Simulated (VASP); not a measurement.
Wanted: the native input for a VASP 6.6.1 run.

```yaml
Task: single point
Functional: PBEsol
Potentials_or_basis: VASP PAW PBE potentials, release 64 (Ta_pv)
Cutoff: 520 eV
k_mesh: 9 × 9 × 9
Occupations: gaussian, width 0.005 eV
Spin: no spin polarisation
Dipole_correction: no
Further_INCAR_settings: ALGO = Normal; EDIFF = 1e-06; NBANDS = 12
```

The structure of Ta lies in POSCAR:

```
Ta
1.0
   -1.6512800000      1.6512800000      1.6512800000
    1.6512800000     -1.6512800000      1.6512800000
    1.6512800000      1.6512800000     -1.6512800000
Ta
1
Direct
    0.0000000000      0.0000000000      0.0000000000
```

One way to write it, as run:

INCAR

```
ALGO = Normal ; EDIFF = 1E-6
ENCUT = 520 ; GGA = PS
ISIF = 2 ; ISMEAR = 0
LASPH = True ; LCHARG = False
LREAL = False ; LWAVE = False
NBANDS = 12 ; NELM = 100
PREC = Accurate ; SIGMA = 0.005
```

KPOINTS

```
k-points
0
Gamma
  9 9 9
```

Potentials or basis: VASP PAW PBE potentials, release 64 (Ta_pv).

Run with:

```console
$ cat potpaw_PBE.64/Ta_pv/POTCAR > POTCAR
$ mpirun -np 1 vasp_std > vasp.out
```

It gave:

* Pressure: -3.7 GPa

Caveat: the PAW data sets were made with another functional, which shifts forces and pressure a little.

Run time: 11 s on 1 thread of AMD EPYC 7R43 64-Core Processor (Zen 3), with other jobs on the host, peak memory 0.11 GiB.
